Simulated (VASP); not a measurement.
# Co12Si24B (a cell with a defect) in VASP: notebook

Runs on Co12Si24B (a cell with a defect). Level: PBE. Tasks: single point.

All numbers are computed with VASP 6.6.1; they aren't measurements. Logs are shortened: lines on timing, memory, paths and dates and some standing lists are left out, and cuts for length are marked.

### Step 1. The cell of the first run

The cell holds a defect, 37 atoms: a = 7.581 Å, b = 7.581 Å, c = 11.371 Å, α = 60.00°, β = 60.00°, γ = 60.00°.

### Step 2. Single point, PBE

Contents of INCAR:

```
PREC = Accurate
ENCUT = 520
EDIFF = 1E-6
ISMEAR = 1
SIGMA = 0.1
LREAL = Auto
LASPH = True
NELM = 120
ALGO = Normal
ISIF = 2
LWAVE = False
LCHARG = False
GGA = PE
NBANDS = 128
GGA_COMPAT = False
```

Contents of KPOINTS:

```
Automatic mesh
0
Gamma
  1 1 1
```

Contents of POSCAR:

```
Co12Si24B
1.0
    0.0000000000      5.3602887400      5.3602887400
    5.3602887400      0.0000000000      5.3602887400
    8.0404331200      8.0404331200      0.0000000000
Co Si B
12 24 1
Direct
    0.0074514413     -0.0028291672     -0.0009274620
    0.0084791641     -0.0025704018      0.3314872889
    0.0203594128     -0.0076561394      0.6615628046
   -0.0410784660      0.5171974592      0.0045730189
    0.0098986290      0.4938956731      0.3300032772
    0.0150804146      0.4948460226      0.6625330615
    0.4924945833      0.0193681066     -0.0038950658
    0.5121735314     -0.0080874657      0.3330248204
    0.5139953521     -0.0042043649      0.6660728099
    0.4975273578      0.4957973082     -0.0048512649
    0.5014861441      0.4987955620      0.3344706739
    0.5216717736      0.4864364426      0.6715595760
    0.3805817934      0.3671569377      0.2482933770
    0.1167114683      0.1315195439      0.0827407683
    0.3813014070      0.3667452453      0.5841670829
    0.1394839687      0.1215448040      0.4146411623
    0.2965892097      0.4094320304      0.9249541958
    0.1423403669      0.1221657300      0.7482887927
    0.3774302281      0.8727971373      0.2488307101
    0.1189209414      0.6325858722      0.0821476721
    0.3850371659      0.8634241330      0.5842283069
    0.1339400197      0.6243269834      0.4155297056
    0.3772914296      0.8728308393      0.9142453426
    0.1355694546      0.6269846226      0.7432214406
    0.8707293393      0.3704504671      0.2521927324
    0.6428021910      0.1194940951      0.0823249456
    0.8884542723      0.3654188995      0.5794077909
    0.6340743903      0.1250394780      0.4170720265
    0.8776017795      0.3667035679      0.9110550569
    0.6553431558      0.1170059150      0.7452801805
    0.8826977977      0.8657770291      0.2505533660
    0.6003290412      0.6424455035      0.0836347410
    0.8836392697      0.8689287275      0.5791795900
    0.6371616052      0.6186725702      0.4183481331
    0.8765784763      0.8822866599      0.9119674629
    0.6489410121      0.6261089812      0.7452491963
   -0.4079366889      0.2987721999      0.8737609147
```

Potentials or basis: VASP PAW PBE potentials, release 64 (Co, Si, B).

Started as:

```bash
$ cat potpaw_PBE.64/Co/POTCAR potpaw_PBE.64/Si/POTCAR potpaw_PBE.64/B/POTCAR > POTCAR
$ mpirun -np 1 vasp_gam > vasp.out
```

OUTCAR:

```text
PREC = Accurate
   ENCUT = 520
   EDIFF = 1E-6
   ISMEAR = 1
   LREAL = Auto
   LASPH = True
   NELM = 120
   ISIF = 2
   GGA = PE

 ion  position               nearest neighbor table
   1  0.007  0.997  0.999-  26 2.26  20 2.26  14 2.29  23 2.29  29 2.29  18 2.33  35 2.33  31 2.34

   2  0.008  0.997  0.331-  19 2.28  33 2.30  22 2.31  25 2.31  14 2.31  28 2.32  31 2.35  16 2.35

   3  0.020  0.992  0.662-  21 2.26  30 2.26  24 2.26  16 2.29  27 2.31  35 2.33  18 2.36  33 2.38

   4  0.959  0.517  0.005-  17 2.09  32 2.22  35 2.27  25 2.31  29 2.32  14 2.39  20 2.43  24 2.45

   5  0.010  0.494  0.330-  13 2.29  31 2.30  20 2.30  16 2.31  34 2.31  27 2.32  25 2.35  22 2.37

   6  0.015  0.495  0.663-  15 2.27  36 2.27  22 2.29  18 2.31  29 2.31  24 2.31  33 2.32  27 2.36
[... 43 lines left out ...]
  28  0.634  0.125  0.417-   9 2.31  11 2.31   2 2.32   8 2.36  25 2.58  15 2.64  33 2.64  13 2.72
                            31 2.73  21 2.74
  29  0.878  0.367  0.911-   1 2.29   6 2.31   4 2.32  10 2.35  36 2.56  26 2.59  18 2.62  14 2.66
                            24 2.78  32 2.87
  30  0.655  0.117  0.745-  37 2.22   3 2.26  12 2.29   7 2.34   9 2.36  35 2.53  27 2.58  33 2.67
                            15 2.77  23 2.80  17 3.07
  31  0.883  0.866  0.251-   8 2.29   5 2.30   1 2.34   2 2.35  20 2.61  26 2.64  34 2.64  22 2.67
                            14 2.68  28 2.73
  32  0.600  0.642  0.084-   4 2.22  11 2.34   7 2.34  10 2.37  23 2.56  19 2.57  13 2.66  35 2.77
                            25 2.81  29 2.87
  33  0.884  0.869  0.579-   9 2.29   2 2.30   6 2.32   3 2.38  36 2.56  22 2.63  28 2.64  30 2.67
                            24 2.67  16 2.73
  34  0.637  0.619  0.418-   5 2.31   8 2.31  12 2.35  11 2.36  31 2.64  27 2.64  21 2.65  25 2.67
                            15 2.72  19 2.76
  35  0.877  0.882  0.912-   4 2.27   3 2.33   1 2.33   7 2.38  30 2.53  26 2.64  20 2.67  18 2.71
                            24 2.73  32 2.77
  36  0.649  0.626  0.745-   6 2.27   9 2.29  37 2.30  10 2.33  12 2.34  33 2.56  29 2.56  23 2.69
                            21 2.71  27 2.73  17 3.10
  37  0.592  0.299  0.874-  17 1.83   7 2.14  10 2.16  26 2.19  12 2.19  30 2.22  36 2.30

  LATTYP: Found a face centered orthorhombic cell.
 ALAT       =     7.5805930343
 B/A-ratio  =     1.7320508076
 C/A-ratio  =     2.4494897458

  Lattice vectors:

 A1 = (   8.0404331200,   8.0404331200,   0.0000000000)
 A2 = (   2.6801443800,   8.0404331200,  -5.3602887400)
 A3 = (   0.0000000000,   5.3602887400,   5.3602887400)

Analysis of symmetry for initial positions (statically):
=====================================================================
 Subroutine PRICEL returns:
 Original cell was already a primitive cell.

 Routine SETGRP: Setting up the symmetry group for a
 face centered orthorhombic supercell.

 Subroutine GETGRP returns: Found  1 space group operations
 (whereof  1 operations were pure point group operations)
 out of a pool of  8 trial point group operations.

The static configuration has the point symmetry C_1 .

Analysis of symmetry for dynamics (positions and initial velocities):
=====================================================================
 Subroutine PRICEL returns:
 Original cell was already a primitive cell.

 Routine SETGRP: Setting up the symmetry group for a
 face centered orthorhombic supercell.

 Subroutine GETGRP returns: Found  1 space group operations
 (whereof  1 operations were pure point group operations)
 out of a pool of  8 trial point group operations.

The dynamic configuration has the point symmetry C_1 .

 Subroutine INISYM returns: Found  1 space group operations
 (whereof  1 operations are pure point group operations),
 and found     1 'primitive' translations

----------------------------------------------------------------------------------------

                                     Primitive cell

  volume of cell :     462.0466

  direct lattice vectors                    reciprocal lattice vectors
     0.000000000  5.360288740  5.360288740    -0.093278557  0.093278557  0.093278557
     5.360288740  0.000000000  5.360288740     0.093278557 -0.093278557  0.093278557
     8.040433120  8.040433120  0.000000000     0.062185705  0.062185705 -0.062185705

  length of vectors
     7.580593034  7.580593034 11.370889566     0.161563200  0.161563200  0.107708800

  position of ions in fractional coordinates (direct lattice)
     0.007451441  0.997170833  0.999072538
     0.008479164  0.997429598  0.331487289
     0.020359413  0.992343861  0.661562805
     0.958921534  0.517197459  0.004573019
     0.009898629  0.493895673  0.330003277
     0.015080415  0.494846023  0.662533061
[... 29 lines left out ...]
     0.648941012  0.626108981  0.745249196
     0.592063311  0.298772200  0.873760915

  ion indices of the primitive-cell ions
   primitive index   ion index
                 1           1
                 2           2
                 3           3
                 4           4
                 5           5
                 6           6
[... 29 lines left out ...]
                36          36
                37          37

----------------------------------------------------------------------------------------

 KPOINTS: Automatic mesh

Automatic generation of k-mesh.
 Grid dimensions read from file:
 generate k-points for:    1    1    1

 Generating k-lattice:

  Cartesian coordinates                     Fractional coordinates (reciprocal lattice)
    -0.093278557  0.093278557  0.093278557     1.000000000  0.000000000  0.000000000
     0.093278557 -0.093278557  0.093278557     0.000000000  1.000000000  0.000000000
     0.062185705  0.062185705 -0.062185705     0.000000000  0.000000000  1.000000000

  Length of vectors
     0.161563200  0.161563200  0.107708800

  Shift w.r.t. Gamma in fractional coordinates (k-lattice)
     0.000000000  0.000000000  0.000000000

 Subroutine IBZKPT returns following result:
 ===========================================

 Found      1 irreducible k-points:

 Following reciprocal coordinates:
            Coordinates               Weight
  0.000000  0.000000  0.000000      1.000000
   k-points           NKPTS =      1   k-points in BZ     NKDIM =      1   number of bands    NBANDS=    128
   number of dos      NEDOS =    301   number of ions     NIONS =     37
   total plane-waves  NPLWV = 282240
   dimension x,y,z NGX =    56 NGY =   56 NGZ =   90
   dimension x,y,z NGXF=   112 NGYF=  112 NGZF=  180
   ions per type =              12  24   1
   NGX,Y,Z   is equivalent  to a cutoff of  12.28, 12.28, 13.16 a.u.
   NGXF,Y,Z  is equivalent  to a cutoff of  24.56, 24.56, 26.32 a.u.
 SYSTEM =  unknown system
   PREC   = accura    normal or accurate (medium, high low for compatibility)
   ISTART =      0    job   : 0-new  1-cont  2-samecut
   ICHARG =      2    charge: 1-file 2-atom 10-const
   ISPIN  =      1    spin polarized calculation?
   LNONCOLLINEAR =      F non collinear calculations
   LSORBIT =      F    spin-orbit coupling
   LASPH  =      T    aspherical Exc in radial PAW
   ENCUT  =  520.0 eV  38.22 Ry    6.18 a.u.  14.09 14.09 21.14*2*pi/ulx,y,z
   NELM   =    120;   NELMIN=  2; NELMDL= -5     # of ELM steps
   EDIFF  = 0.1E-05   stopping-criterion for ELM
   LREAL  =      T    real-space projection
   EDIFFG = 0.1E-04   stopping-criterion for IOM
   NSW    =      0    number of steps for IOM
   IBRION =     -1    ionic relax: 0-MD 1-quasi-New 2-CG
   NFREE  =      0    steps in history (QN), initial steepest desc. (CG)
   ISIF   =      2    stress and relaxation
   ISYM   =      2    0-nonsym 1-usesym 2-fastsym
   POTIM  = 0.5000    time-step for ionic-motion
   TEBEG  =    0.0;   TEEND  =   0.0 temperature during run
   PSTRESS=    0.0 pullay stress
   NELECT =     207.0000    total number of electrons
   NUPDOWN=      -1.0000    fix difference up-down
   EMIN   =  10.00;   EMAX   =-10.00  energy-range for DOS
   EFERMI =   0.00;   METHOD = LEGACY
   ISMEAR =     1;   SIGMA  =   0.10  broadening in eV -4-tet -1-fermi 0-gaus
   EFERMI_NEDOS =   21; number of points for ismear=-14 and -15
   IALGO  =     38    algorithm
   IMIX   =      4    mixing-type and parameters
     AMIX     =   0.40;   BMIX     =  1.00
     AMIX_MAG =   1.60;   BMIX_MAG =  1.00
  volume/ion in A,a.u.               =      12.49        84.27
  Fermi-wavevector in a.u.,A,eV,Ry     =   1.252669  2.367201 21.349986  1.569180
  Thomas-Fermi vector in A             =   2.386558
   LORBIT       =      0    0 simple, 1 ext, 2 COOP (PROOUT), +10 PAW based schemes
   GGA     = PE    functional components
   LHFCALC =     F    Hartree Fock is set to
   AEXX    =    0.0000 exact exchange contribution
   IVDW    =     0    specifies the selected vdW correction
   LEPSILON=     F    determine dielectric tensor
   LRPA    =     F    only Hartree local field effects (RPA)
 non-spin polarized calculation
 Methfessel and Paxton  Order N= 1 SIGMA  =   0.10
  energy-cutoff  :      520.00
  volume of cell :      462.05
 maximum number of plane-waves:      6237
   NGX = 29   NGY = 29   NGZ = 43

 number of electron     207.0000012 magnetization

 Free energy of the ion-electron system (eV)
  ---------------------------------------------------
  ext. energy  EPLUGINS =         0.00000000
  ---------------------------------------------------
  free energy    TOTEN  =      -233.00026710 eV

  energy without entropy =     -232.97980858  energy(sigma->0) =     -232.99344759

 E-fermi :  10.4962     XC(G=0): -11.8025

 val. band max:       10.3127659942   @ k =   0.0000   0.0000   0.0000
 cond. band min:      10.4971832738   @ k =   0.0000   0.0000   0.0000
 fundamental gap:      0.1844172796
 Fermi energy:        10.4961531370

 k-point     1 :       0.0000    0.0000    0.0000
  band No.  band energies     occupation
      1      -3.1481      2.00000
      2      -1.6269      2.00000
      3      -1.3585      2.00000
      4      -0.2383      2.00000
      5      -0.1318      2.00000
      6       0.1016      2.00000
[... 107 lines left out ...]
    114      12.3081     -0.00000
    115      12.5181      0.00000
 [bands above 115 left out]

------------------------ aborting loop because EDIFF is reached ----------------------------------------

  FORCE on cell =-STRESS in cart. coord.  units (eV):
  Direction    XX          YY          ZZ          XY          YZ          ZX
  --------------------------------------------------------------------------------------
  -------------------------------------------------------------------------------------
  Total        2.7756116      7.8444130     -1.4384241    -13.4629562      2.8560922    -11.7999386
  in kB        9.6246173     27.2010221     -4.9878309    -46.6836931      9.9036891    -40.9170696
  external PRESSURE =      10.6126028 kB  Pullay stress =       0.0000000 kB

 VOLUME and BASIS-vectors are now :
 -----------------------------------------------------------------------------
  energy-cutoff  :      520.00
  volume of cell :      462.05
      direct lattice vectors                 reciprocal lattice vectors
     0.000000000  5.360288740  5.360288740    -0.093278557  0.093278557  0.093278557
     5.360288740  0.000000000  5.360288740     0.093278557 -0.093278557  0.093278557
     8.040433120  8.040433120  0.000000000     0.062185705  0.062185705 -0.062185705

 POSITION                                       TOTAL-FORCE (eV/Angst)
 -----------------------------------------------------------------------------------
     13.37810      8.07292      5.38507         0.003962      0.004318     -0.002973
      8.01181      2.71075      5.39196        -0.004230      0.002422     -0.002288
     10.63850      5.42838      5.42838        -0.001419     -0.001503      0.004720
      2.80910      5.17687      7.91242         0.024059     -0.020555     -0.020231
      5.30079      2.70643      2.70048        -0.001064      0.006236      0.002717
      7.97957      5.40789      2.73335        -0.006503     -0.004702      0.001723
[... 29 lines left out ...]
      9.34825      9.47064      6.83464        -0.002778      0.005684     -0.007182
      8.62692     10.19905      4.77514        -0.005910      0.015378      0.013958
 -----------------------------------------------------------------------------------
    total drift:                                0.005229      0.000913      0.009813

  FREE ENERGIE OF THE ION-ELECTRON SYSTEM (eV)
  ---------------------------------------------------
  free  energy   TOTEN  =      -233.0002671001 eV

  energy  without entropy=     -232.9798085763  energy(sigma->0) =     -232.99344759
```

Run time: 8.9 min. Hardware: 1 thread of Intel Xeon 8259CL, shared host; peak memory 0.59 GiB.

What came out:

| Quantity | Value |
| --- | --- |
| Free energy | -233.0003 eV |
| Pressure | 1.1 GPa |
| Largest force | 0.038 eV/Å |
| Band gap on the k mesh | zero (an odd number of electrons rules out a gap without spin polarisation) |

Forces on the atoms (eV/Å):
```
Co   0.004  0.004 -0.003
Co  -0.004  0.002 -0.002
Co  -0.001 -0.002  0.005
Co   0.024 -0.021 -0.020
Co  -0.001  0.006  0.003
Co  -0.007 -0.005  0.002
Co   0.002  0.007 -0.007
Co  -0.002  0.001 -0.004
Co   0.000  0.004  0.005
Co   0.019  0.005  0.003
Co  -0.001  0.002 -0.004
Co  -0.009 -0.018  0.006
Si  -0.010 -0.003 -0.001
Si   0.001 -0.007  0.014
Si   0.003  0.000 -0.007
Si   0.005 -0.001  0.010
Si  -0.006 -0.011 -0.012
Si   0.014 -0.003  0.001
Si  -0.005  0.000 -0.001
Si  -0.003 -0.008  0.003
Si  -0.006  0.004 -0.008
Si   0.004  0.000  0.002
Si  -0.002  0.003 -0.007
Si  -0.003  0.017  0.004
Si  -0.005  0.001  0.000
Si  -0.006 -0.014  0.015
Si  -0.006  0.001 -0.003
Si   0.005  0.004  0.005
Si  -0.009  0.000 -0.013
Si   0.014  0.012  0.010
Si  -0.011  0.004 -0.004
Si   0.001 -0.001  0.010
Si  -0.004 -0.004 -0.010
Si   0.007  0.002  0.006
Si   0.007 -0.006 -0.004
Si  -0.003  0.006 -0.007
B   -0.006  0.015  0.014
```

Levels at points of the mesh, in eV from the Fermi level:
```
           k point  band 101  band 102  band 103  band 104  band 105  band 106
(0.00, 0.00, 0.00)     -0.71     -0.53     -0.18      0.00      0.22      0.32
```

Caveat: the k points lie up to 1.02 Å⁻¹ apart, too coarse for converged energies and pressures of a metal; the run has no spin polarisation, though such a crystal can be magnetic. Spin polarisation is off, so any magnetic state and its effect on volume and gap are missing.

### Step 3. Single point, PBE

Contents of INCAR:

```
SYSTEM = Co12Si24B
PREC = Accurate
ENCUT = 520
EDIFF = 1E-6
ISMEAR = 1
SIGMA = 0.1
LREAL = Auto
LASPH = .TRUE.
NELM = 120
ALGO = Normal
ISIF = 2
LWAVE = .FALSE.
LCHARG = .TRUE.
GGA = PE
LELF = .TRUE.
LVHAR = .TRUE.
NBANDS = 128
GGA_COMPAT = .FALSE.
```

Contents of KPOINTS:

```
Automatic mesh
0
G
  1 1 1
  0 0 0
```

Contents of POSCAR:

```
Co12Si24B
1.0
    0.0000000000      5.3602887400      5.3602887400
    5.3602887400      0.0000000000      5.3602887400
    8.0404331200      8.0404331200      0.0000000000
Co Si B
12 24 1
Direct
    0.0210309566     -0.0103460845     -0.0033868822
   -0.0026456597      0.0135353716      0.3315346898
   -0.0127346685      0.0218705569      0.6655573674
    0.0075748718      0.5067410790     -0.0016083089
    0.0028116023      0.5123962781      0.3307749670
   -0.0044382870      0.5217662025      0.6611772551
    0.4992454940     -0.0048023532     -0.0045705249
    0.5003556954      0.0049390996      0.3353056931
    0.4855354117      0.0228250764      0.6727155017
    0.5296874175      0.4562807376      0.0056467729
    0.5017739959      0.5101630962      0.3314351926
    0.4912317466      0.5232753562      0.6629907768
    0.3764003392      0.3736978729      0.2529850656
    0.1244862977      0.1430606703      0.0818319723
    0.3689864662      0.3892743658      0.5800682538
    0.1257630013      0.1382397546      0.4163919966
    0.3777301183      0.3775747162      0.9126724133
    0.1152631005      0.1565252435      0.7437039039
    0.3725906564      0.8809656959      0.2481003785
    0.1399268839      0.6152037064      0.0825727284
    0.3620417843      0.8881878815      0.5848261443
    0.1276787563      0.6408867445      0.4141707232
    0.4204739911      0.7935081870      0.9248762957
    0.1206586121      0.6490322012      0.7479886855
    0.8734532274      0.3842924514      0.2500287572
    0.6439432030      0.0983395719      0.0838124626
    0.8679219956      0.3888298935      0.5784938983
    0.6230808940      0.1377227116      0.4189675419
    0.8946324970      0.3769176621      0.9104837253
    0.6162457211      0.1576778866      0.7463998407
    0.8751800001      0.8807597368      0.2485799546
    0.6405249169      0.6174353026      0.0832082663
    0.8648943601      0.8869151888      0.5831480009
    0.6280721363      0.6376484861      0.4161325578
    0.8757871502      0.8778676352      0.9134779048
    0.6298350077      0.6374780662      0.7424895414
    0.2905354684      0.0868106221      0.8786414730
```

Potentials or basis: VASP PAW PBE potentials, release 64 (Co, Si, B).

Started as:

```bash
$ cat potpaw_PBE.64/Co/POTCAR potpaw_PBE.64/Si/POTCAR potpaw_PBE.64/B/POTCAR > POTCAR
$ mpirun -np 1 vasp_gam > vasp.out
```

Run time: 8.6 min. Hardware: 1 thread of Intel Xeon 8259CL, shared host; peak memory 0.59 GiB.

The run converged. Its results:

| Quantity | Value |
| --- | --- |
| Free energy | -232.9580 eV |
| Pressure | 1.2 GPa |
| Largest force | 0.317 eV/Å |
| Band gap on the k mesh | zero (an odd number of electrons rules out a gap without spin polarisation) |

Forces on the atoms (eV/Å):
```
Co   0.043 -0.031 -0.039
Co   0.028  0.026 -0.017
Co  -0.039  0.076  0.049
Co   0.019 -0.012 -0.042
Co   0.008  0.015 -0.034
Co  -0.004 -0.010  0.004
Co   0.019 -0.027  0.006
Co  -0.009  0.000 -0.014
Co  -0.058  0.010  0.019
Co   0.005 -0.048 -0.025
Co   0.012 -0.029 -0.012
Co  -0.053  0.019 -0.023
Si  -0.020 -0.030  0.004
Si  -0.016 -0.005 -0.024
Si   0.003 -0.018 -0.021
Si   0.005  0.012  0.018
Si   0.014 -0.042 -0.057
Si   0.037  0.071  0.017
Si  -0.016 -0.023  0.013
Si   0.000 -0.006  0.011
Si  -0.031  0.056  0.019
Si   0.002 -0.003 -0.006
Si   0.054 -0.063 -0.002
Si  -0.009  0.027 -0.042
Si   0.003 -0.023 -0.011
Si   0.015 -0.018  0.011
Si   0.005  0.035 -0.001
Si   0.007 -0.009  0.007
Si   0.023 -0.014 -0.048
Si  -0.067  0.118  0.028
Si  -0.008 -0.010 -0.002
Si  -0.011 -0.058 -0.019
Si   0.013  0.032 -0.006
Si  -0.017 -0.002 -0.013
Si   0.031  0.026 -0.031
Si   0.053  0.014 -0.024
B   -0.039 -0.058  0.310
```

Stress tensor (GPa, compression positive):
```
 3.06 -4.02  2.08
-4.02  0.50 -4.20
 2.08 -4.20  0.18
```

Levels at points of the mesh, in eV from the Fermi level:
| k point | band 100 | band 101 | band 102 | band 103 | band 104 | band 105 | band 106 | band 107 | band 108 | band 109 |
| --- | --- | --- | --- | --- | --- | --- | --- | --- | --- | --- |
| (0.00, 0.00, 0.00) | -0.82 | -0.76 | -0.55 | -0.21 | 0.00 | 0.18 | 0.31 | 0.53 | 1.06 | 1.15 |

Caveat: the k points lie up to 1.02 Å⁻¹ apart, too coarse for converged energies and pressures of a metal; the run has no spin polarisation, though such a crystal can be magnetic.

(Part 1 of 2 ends here.)

The gap in the log of VASP goes by the Fermi energy; the results here count the filled bands.